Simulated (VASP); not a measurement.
# MnO (Fm-3m) in VASP: a series of runs

Runs on MnO. Level: LDA. Tasks: single point.

Program: VASP 6.6.1. These are calculated values, not measurements. Logs are shortened: lines on timing, memory, paths and dates and some standing lists are left out, and cuts for length are marked.

## Step 1: The cell of the first run

The structure is cubic, space group Fm-3m (No. 225). Conventional cell: a = 4.554 Å, b = 4.554 Å, c = 4.554 Å, α = 90.00°, β = 90.00°, γ = 90.00°. Within 3.0 Å of Mn (site symmetry m-3m) lie 6 O at 2.28 Å. O (site symmetry m-3m) has 6 Mn at 2.28 Å within 3.0 Å.

## Step 2: Single point, LDA, collinear spin, ferromagnetic start

Input file INCAR:

```
SYSTEM = MnO
PREC = Accurate ; ENCUT = 520
EDIFF = 1E-6 ; ISMEAR = -1
SIGMA = 0.3 ; LREAL = .FALSE.
LASPH = .TRUE. ; NELM = 150
ALGO = Normal ; ISIF = 2
LWAVE = .FALSE. ; LCHARG = .TRUE.
ISPIN = 2 ; MAGMOM = 4 0
LORBIT = 11 ; LMAXMIX = 4
LELF = .TRUE. ; LVHAR = .TRUE.
NBANDS = 20
```

Input file KPOINTS:

```
regular mesh
0
G
  10 10 10
  0 0 0
```

Input file POSCAR:

```
MnO
1.0
    0.0000000000      2.2772407715      2.2772407715
    2.2772407715      0.0000000000      2.2772407715
    2.2772407715      2.2772407715      0.0000000000
Mn O
1 1
Direct
    0.0000000000      0.0000000000      0.0000000000
    0.5000000000      0.5000000000      0.5000000000
```

Potentials or basis: VASP PAW LDA potentials, release 64 (Mn_pv, O).

Started as:

```bash
> cat potpaw_LDA.64/Mn_pv/POTCAR potpaw_LDA.64/O/POTCAR > POTCAR
> mpirun -np 1 vasp_std > vasp.out
```

OUTCAR:

```text
SYSTEM = MnO
   PREC = Accurate
   ENCUT = 520
   EDIFF = 1E-6
   ISMEAR = -1
   LREAL = .FALSE.
   LASPH = .TRUE.
   NELM = 150
   ISIF = 2
   ISPIN = 2
   LORBIT = 11

 ion  position               nearest neighbor table
   1  0.000  0.000  0.000-   2 2.28   2 2.28   2 2.28   2 2.28   2 2.28   2 2.28
   2  0.500  0.500  0.500-   1 2.28   1 2.28   1 2.28   1 2.28   1 2.28   1 2.28

  LATTYP: Found a face centered cubic cell.
 ALAT       =     4.5544815430

  Lattice vectors:

 A1 = (   0.0000000000,   2.2772407715,   2.2772407715)
 A2 = (   2.2772407715,   0.0000000000,   2.2772407715)
 A3 = (   2.2772407715,   2.2772407715,   0.0000000000)

Analysis of symmetry for initial positions (statically):
=====================================================================
 Subroutine PRICEL returns:
 Original cell was already a primitive cell.

 Routine SETGRP: Setting up the symmetry group for a
 face centered cubic supercell.

 Subroutine GETGRP returns: Found 48 space group operations
 (whereof 48 operations were pure point group operations)
 out of a pool of 48 trial point group operations.

The static configuration has the point symmetry O_h .

Analysis of symmetry for dynamics (positions and initial velocities):
=====================================================================
 Subroutine PRICEL returns:
 Original cell was already a primitive cell.

 Routine SETGRP: Setting up the symmetry group for a
 face centered cubic supercell.

 Subroutine GETGRP returns: Found 48 space group operations
 (whereof 48 operations were pure point group operations)
 out of a pool of 48 trial point group operations.

The dynamic configuration has the point symmetry O_h .

Analysis of structural, dynamic, and magnetic symmetry:
=====================================================================
 Subroutine PRICEL returns:
 Original cell was already a primitive cell.

 Routine SETGRP: Setting up the symmetry group for a
 face centered cubic supercell.

 Subroutine GETGRP returns: Found 48 space group operations
 (whereof 48 operations were pure point group operations)
 out of a pool of 48 trial point group operations.

The overall configuration has the point symmetry O_h .

 Subroutine INISYM returns: Found 48 space group operations
 (whereof 48 operations are pure point group operations),
 and found     1 'primitive' translations

----------------------------------------------------------------------------------------

                                     Primitive cell

  volume of cell :      23.6187

  direct lattice vectors                    reciprocal lattice vectors
[... 105 lines left out ...]
   IMIX   =      4    mixing-type and parameters
     AMIX     =   0.40;   BMIX     =  1.00
     AMIX_MAG =   1.60;   BMIX_MAG =  1.00
  volume/ion in A,a.u.               =      11.81        79.69
  Fermi-wavevector in a.u.,A,eV,Ry     =   1.522558  2.877217 31.540779  2.318182
  Thomas-Fermi vector in A             =   2.631121
   LORBIT       =     11    0 simple, 1 ext, 2 COOP (PROOUT), +10 PAW based schemes
   GGA     = CA    functional components
   LHFCALC =     F    Hartree Fock is set to
   AEXX    =    0.0000 exact exchange contribution
   IVDW    =     0    specifies the selected vdW correction
   LEPSILON=     F    determine dielectric tensor
   LRPA    =     F    only Hartree local field effects (RPA)
 spin polarized calculation
  energy-cutoff  :      520.00
  volume of cell :       23.62
 maximum number of plane-waves:       647
   NGX = 11   NGY = 11   NGZ = 11

 number of electron      19.0000014 magnetization       4.5028085

 Free energy of the ion-electron system (eV)
  ---------------------------------------------------
  ext. energy  EPLUGINS =         0.00000000
  ---------------------------------------------------
  free energy    TOTEN  =       -17.53177461 eV

  energy without entropy =      -17.21727438  energy(sigma->0) =      -17.37452450

 E-fermi :   6.2691     XC(G=0): -11.9947

 val. band max:        6.2567839454   @ k =  -0.2000   0.2000   0.0000
 cond. band min:       6.2721475873   @ k =  -0.3000   0.1000   0.0000
 fundamental gap:      0.0153636419
 Fermi energy:         6.2690935485

 spin component 1

 k-point     1 :       0.0000    0.0000    0.0000
  band No.  band energies     occupation
      1     -43.4094      1.00000
      2     -43.4094      1.00000
      3     -43.4094      1.00000
      4     -13.1337      1.00000
      5       2.7927      0.99999
      6       2.7927      0.99999
[... 541 lines left out ...]
     19      29.6613      0.00000
     20      31.7518      0.00000

 [... further k-points ...]

 spin component 2

 k-point     1 :       0.0000    0.0000    0.0000
  band No.  band energies     occupation
      1     -39.3451      1.00000
      2     -39.3451      1.00000
      3     -39.3451      1.00000
      4     -12.7395      1.00000
      5       3.1659      0.99997
      6       3.1659      0.99997
[... 541 lines left out ...]
     19      30.6857      0.00000
     20      32.6434      0.00000

 [... further k-points ...]
[... 5 lines left out ...]
  --------------------------------------------------------------------------------------
  -------------------------------------------------------------------------------------
  Total       -3.5275747     -3.5275747     -3.5275747      0.0000000      0.0000000      0.0000000
  in kB     -239.2929797   -239.2929797   -239.2929797      0.0000000      0.0000000      0.0000000
  external PRESSURE =    -239.2929797 kB  Pullay stress =       0.0000000 kB

 VOLUME and BASIS-vectors are now :
 -----------------------------------------------------------------------------
  energy-cutoff  :      520.00
  volume of cell :       23.62
      direct lattice vectors                 reciprocal lattice vectors
     0.000000000  2.277240771  2.277240771    -0.219563959  0.219563959  0.219563959
     2.277240771  0.000000000  2.277240771     0.219563959 -0.219563959  0.219563959
     2.277240771  2.277240771  0.000000000     0.219563959  0.219563959 -0.219563959

 POSITION                                       TOTAL-FORCE (eV/Angst)
 -----------------------------------------------------------------------------------
      0.00000      0.00000      0.00000        -0.000000     -0.000000      0.000000
      2.27724      2.27724      2.27724         0.000000      0.000000     -0.000000
 -----------------------------------------------------------------------------------
    total drift:                                0.000000     -0.000000     -0.000000

  FREE ENERGIE OF THE ION-ELECTRON SYSTEM (eV)
  ---------------------------------------------------
  free  energy   TOTEN  =       -17.5317746087 eV

  energy  without entropy=      -17.2172743835  energy(sigma->0) =      -17.37452450

 total charge

# of ion       s       p       d       tot
------------------------------------------
    1        0.196   6.152   4.963  11.311
    2        1.551   3.343   0.000   4.893
--------------------------------------------------
tot          1.746   9.495   4.963  16.204

 magnetization (x)

# of ion       s       p       d       tot
------------------------------------------
    1        0.029   0.018   4.052   4.098
    2        0.026   0.139   0.000   0.164
--------------------------------------------------
tot          0.055   0.156   4.052   4.263
```

OSZICAR:

```text
N       E                     dE             d eps       ncg     rms          rms(c)
DAV:   1     0.167113955124E+03    0.16711E+03   -0.10318E+04  3776   0.109E+03
DAV:   2    -0.113354248127E+02   -0.17845E+03   -0.16634E+03  3872   0.321E+02
DAV:   3    -0.200075047780E+02   -0.86721E+01   -0.85697E+01  4240   0.764E+01
DAV:   4    -0.200771615737E+02   -0.69657E-01   -0.69638E-01  4332   0.713E+00
DAV:   5    -0.200778287399E+02   -0.66717E-03   -0.66716E-03  4208   0.697E-01    0.128E+01
DAV:   6    -0.183648805959E+02    0.17129E+01   -0.11515E+01  5044   0.367E+01    0.135E+01
DAV:   7    -0.175592958082E+02    0.80558E+00   -0.24072E+00  4500   0.225E+01    0.671E+00
DAV:   8    -0.175548200508E+02    0.44758E-02   -0.23902E-01  4156   0.352E+00    0.431E+00
DAV:   9    -0.175206091942E+02    0.34211E-01   -0.78265E-02  4892   0.322E+00    0.228E+00
DAV:  10    -0.175319612356E+02   -0.11352E-01   -0.21556E-02  4136   0.173E+00    0.808E-01
DAV:  11    -0.175316202291E+02    0.34101E-03   -0.62686E-03  4612   0.693E-01    0.252E-01
DAV:  12    -0.175317893808E+02   -0.16915E-03   -0.14826E-03  4524   0.298E-01    0.710E-02
DAV:  13    -0.175317726952E+02    0.16686E-04   -0.13815E-04  4256   0.945E-02    0.318E-02
DAV:  14    -0.175317777817E+02   -0.50864E-05   -0.19436E-05  4188   0.305E-02    0.226E-02
DAV:  15    -0.175317745747E+02    0.32070E-05   -0.62257E-06  4452   0.211E-02    0.309E-03
DAV:  16    -0.175317746087E+02   -0.33951E-07   -0.79872E-07  2544   0.675E-03
   1 F= -.17531775E+02 E0= -.17374524E+02  d E =-.314500E+00  mag=     4.5029
```

stdout:

```text
POSCAR found type information on POSCAR MnO
 POSCAR found :  2 types and       2 ions
 scaLAPACK will be used
 LDA part: xc-table for (Slater(with rela. corr.)+CA(PZ))
 , standard interpolation
 POSCAR, INCAR and KPOINTS ok, starting setup
 FFT: planning ... GRIDC
 FFT: planning ... GRID_SOFT
 FFT: planning ... GRID
 WAVECAR not read
 entering main loop
```

Wall time 21 s (1 thread of Intel Xeon Platinum 8488C (Sapphire Rapids), shared host); peak memory 0.15 GiB.

What came out:

| Item | Value |
| --- | --- |
| Free energy | -17.5318 eV |
| Pressure | -23.9 GPa |
| Net moment | 4.50 μB per cell |
| Site moments | Mn +4.10; O +0.16 μB |
| Valence electrons inside the program's atomic spheres | Mn 11.31; O 4.89 |

Caveat: the cell stands under tension; so wide a smearing shifts energies and pressures; a cell with one magnetic atom can't hold antiferromagnetic order, which such compounds often take; semilocal functionals often make such compounds metallic where correlation or magnetic order opens a gap, which also shifts bond lengths.

## Step 3: Single point, LDA, collinear spin, ferromagnetic start

This run uses another cell than the first one, of 12.08 Å³/atom.

Input file INCAR:

```
  PREC = Accurate
  ENCUT = 520
  EDIFF = 1E-6
  ISMEAR = -1
  SIGMA = 0.3
  LREAL = F
  LASPH = T
  NELM = 150
  ALGO = Normal
  ISIF = 2
  LWAVE = F
  LCHARG = F
  ISPIN = 2
  MAGMOM = 4 0
  LORBIT = 11
  LMAXMIX = 4
  NBANDS = 20
```

Input file KPOINTS:

```
regular mesh
0
Gamma
  10 10 10
```

Input file POSCAR:

```
MnO
1.0
    0.0000000000      2.2947586967      2.2947586967
    2.2947586967      0.0000000000      2.2947586967
    2.2947586967      2.2947586967      0.0000000000
Mn O
1 1
Direct
    0.0000000000      0.0000000000      0.0000000000
    0.5000000000      0.5000000000      0.5000000000
```

Potentials or basis: VASP PAW LDA potentials, release 64 (Mn_pv, O).

Started as:

```bash
> cat potpaw_LDA.64/Mn_pv/POTCAR potpaw_LDA.64/O/POTCAR > POTCAR
> mpirun -np 1 vasp_std > vasp.out
```

OUTCAR:

```text
PREC = Accurate
   ENCUT = 520
   EDIFF = 1E-6
   ISMEAR = -1
   LREAL = F
   LASPH = T
   NELM = 150
   ISIF = 2
   ISPIN = 2
   LORBIT = 11

 ion  position               nearest neighbor table
   1  0.000  0.000  0.000-   2 2.29   2 2.29   2 2.29   2 2.29   2 2.29   2 2.29
   2  0.500  0.500  0.500-   1 2.29   1 2.29   1 2.29   1 2.29   1 2.29   1 2.29

  LATTYP: Found a face centered cubic cell.
 ALAT       =     4.5895173934

  Lattice vectors:

 A1 = (   0.0000000000,   2.2947586967,   2.2947586967)
[... 1317 lines left out ...]
  external PRESSURE =    -250.8869159 kB  Pullay stress =       0.0000000 kB

 VOLUME and BASIS-vectors are now :
 -----------------------------------------------------------------------------
  energy-cutoff  :      520.00
  volume of cell :       24.17
      direct lattice vectors                 reciprocal lattice vectors
     0.000000000  2.294758697  2.294758697    -0.217887833  0.217887833  0.217887833
     2.294758697  0.000000000  2.294758697     0.217887833 -0.217887833  0.217887833
     2.294758697  2.294758697  0.000000000     0.217887833  0.217887833 -0.217887833

 POSITION                                       TOTAL-FORCE (eV/Angst)
 -----------------------------------------------------------------------------------
      0.00000      0.00000      0.00000         0.000000      0.000000      0.000000
      2.29476      2.29476      2.29476         0.000000      0.000000      0.000000
 -----------------------------------------------------------------------------------
    total drift:                                0.000000     -0.000000     -0.000000

  FREE ENERGIE OF THE ION-ELECTRON SYSTEM (eV)
  ---------------------------------------------------
  free  energy   TOTEN  =       -17.4482634960 eV

  energy  without entropy=      -17.1471113725  energy(sigma->0) =      -17.29768743

 total charge

# of ion       s       p       d       tot
------------------------------------------
    1        0.193   6.146   4.952  11.290
    2        1.551   3.334   0.000   4.885
--------------------------------------------------
tot          1.744   9.480   4.952  16.176

 magnetization (x)

# of ion       s       p       d       tot
------------------------------------------
    1        0.029   0.017   4.093   4.140
    2        0.025   0.140   0.000   0.165
--------------------------------------------------
tot          0.054   0.157   4.093   4.305
```

OSZICAR:

```text
N       E                     dE             d eps       ncg     rms          rms(c)
DAV:   1     0.168529494207E+03    0.16853E+03   -0.10299E+04  3776   0.109E+03
DAV:   2    -0.111640899954E+02   -0.17969E+03   -0.16740E+03  3868   0.321E+02
DAV:   3    -0.199614857790E+02   -0.87974E+01   -0.86922E+01  4264   0.769E+01
DAV:   4    -0.200323287699E+02   -0.70843E-01   -0.70824E-01  4280   0.717E+00
DAV:   5    -0.200330250392E+02   -0.69627E-03   -0.69625E-03  4208   0.715E-01    0.127E+01
DAV:   6    -0.183319372713E+02    0.17011E+01   -0.11992E+01  4992   0.369E+01    0.138E+01
DAV:   7    -0.174774363762E+02    0.85450E+00   -0.26125E+00  4444   0.230E+01    0.665E+00
DAV:   8    -0.174736596437E+02    0.37767E-02   -0.25624E-01  4176   0.365E+00    0.427E+00
DAV:   9    -0.174369045892E+02    0.36755E-01   -0.90880E-02  4900   0.344E+00    0.243E+00
DAV:  10    -0.174487627373E+02   -0.11858E-01   -0.24492E-02  4148   0.185E+00    0.831E-01
DAV:  11    -0.174480970446E+02    0.66569E-03   -0.74302E-03  4500   0.729E-01    0.279E-01
DAV:  12    -0.174482799726E+02   -0.18293E-03   -0.17335E-03  4596   0.327E-01    0.791E-02
DAV:  13    -0.174482607594E+02    0.19213E-04   -0.16934E-04  4280   0.105E-01    0.315E-02
DAV:  14    -0.174482671589E+02   -0.63995E-05   -0.26400E-05  4224   0.352E-02    0.238E-02
DAV:  15    -0.174482634598E+02    0.36991E-05   -0.72626E-06  4608   0.231E-02    0.349E-03
DAV:  16    -0.174482634960E+02   -0.36218E-07   -0.99800E-07  2956   0.750E-03
   1 F= -.17448263E+02 E0= -.17297687E+02  d E =-.301152E+00  mag=     4.5535
```

Run time: 20 s. Hardware: 1 thread of Intel Xeon Platinum 8488C (Sapphire Rapids), shared host; peak memory 0.15 GiB.

What came out:

- Free energy: -17.4483 eV
- Pressure: -25.1 GPa
- Net moment: 4.55 μB per cell
- Site moments: Mn +4.14; O +0.17 μB
- Valence electrons inside the program's atomic spheres: Mn 11.29; O 4.88

Caveat: the cell stands under tension; so wide a smearing shifts energies and pressures; a cell with one magnetic atom can't hold antiferromagnetic order, which such compounds often take; semilocal functionals often make such compounds metallic where correlation or magnetic order opens a gap, which also shifts bond lengths. With open d or f shells a metallic result of LDA can be an artefact of self-interaction; +U or a hybrid may open a gap.
